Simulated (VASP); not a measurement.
Here is a VASP 6.6.1 calculation.

The input POSCAR:

```
ZnS
1.0
    0.0000000000      2.6940858334      2.6940858334
    2.6940858334      0.0000000000      2.6940858334
    2.6940858334      2.6940858334      0.0000000000
Zn S
1 1
Direct
    0.0000000000      0.0000000000      0.0000000000
    0.2500000000      0.2500000000      0.2500000000
```

Contents of INCAR.step1:

```
SYSTEM = ZnS
ALGO     = Normal         ! electronic algorithm
EDIFF    = 1E-4           ! SCF threshold, eV
ENCUT    = 520            ! plane-wave cutoff, eV
GGA      = PE             ! functional
ISMEAR   = 0              ! smearing method
LASPH    = .True.         ! aspherical terms in the spheres
LCHARG   = .False.        ! write CHGCAR
LREAL    = .False.        ! projectors in reciprocal space
LWAVE    = .True.         ! write WAVECAR
NBANDS   = 16             ! bands
NELM     = 100            ! most SCF steps
PREC     = Accurate       ! precision mode
SIGMA    = 0.01           ! smearing width, eV
```

The input INCAR.step2:

```
SYSTEM = ZnS
ALGO     = Normal         ! electronic algorithm
EDIFF    = 1E-6           ! SCF threshold, eV
ENCUT    = 520            ! plane-wave cutoff, eV
ISIF     = 2              ! what is computed and relaxed
ISMEAR   = 0              ! smearing method
ISTART   = 1            
LASPH    = .True.         ! aspherical terms in the spheres
LCHARG   = .False.        ! write CHGCAR
LMIXTAU  = .True.       
LREAL    = .False.        ! projectors in reciprocal space
LWAVE    = .False.        ! write WAVECAR
METAGGA  = R2SCAN         ! meta-GGA
NBANDS   = 16             ! bands
NELM     = 100            ! most SCF steps
PREC     = Accurate       ! precision mode
SIGMA    = 0.01           ! smearing width, eV
```

File KPOINTS:

```
k-points
0
Gamma
  8 8 8
  0 0 0
```

Potentials or basis: VASP PAW PBE potentials, release 64 (Zn, S).

The run is started by

```bash
$ cat potpaw_PBE.64/Zn/POTCAR potpaw_PBE.64/S/POTCAR > POTCAR
$ cp INCAR.step1 INCAR
$ mpirun -np 1 vasp_std > vasp.out
$ cp INCAR.step2 INCAR
$ mpirun -np 1 vasp_std > vasp.out
```

Task: Estimate the band gap on the k mesh.

Result: 2.72 eV, direct.

Task: Predict the pressure.

Result: 0.0 GPa.

Caveat: the PAW data sets were made with another functional, which shifts forces and pressure a little. r2SCAN opens gaps a little over a GGA but as a rule still falls short of measured ones.
